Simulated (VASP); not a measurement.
# Mg: single point with LDA

Mg:

```
CELL_PARAMETERS angstrom
3.13275 0.00000 0.00000
-1.56637 2.71304 0.00000
0.00000 0.00000 5.08937
ATOMIC_POSITIONS crystal
Mg 0.33333 0.66667 0.25000
Mg 0.66667 0.33333 0.75000
```

```yaml
Program: VASP 6.6.1
Task: single point
Functional: LDA
Potentials_or_basis: VASP PAW LDA potentials, release 64 (Mg)
Cutoff: 520 eV
k_mesh: 9 × 9 × 5
Occupations: fermi-dirac, width 0.1 eV
Spin: no spin polarisation
Dipole_correction: no
Further_INCAR_settings: ALGO = Normal; EDIFF = 1e-07; NBANDS = 9
```

```yaml
Pressure: -0.3 GPa
Band_gap_on_the_k_mesh: zero (band 2 reaches 3.79 eV, above the bottom of band 3 at 1.51 eV)
```

Levels at points of the mesh, in eV from the Fermi level:
| k point | band 1 | band 2 | band 3 | band 4 | band 5 | band 6 |
| --- | --- | --- | --- | --- | --- | --- |
| (0.00, 0.00, 0.00) | -7.13 | -1.70 | -1.23 | 11.30 | 11.30 | 11.47 |

Wall time 9.5 s on 1 thread of AMD EPYC 7R43 64-Core Processor (Zen 3), with other jobs on the host, peak memory 0.11 GiB.
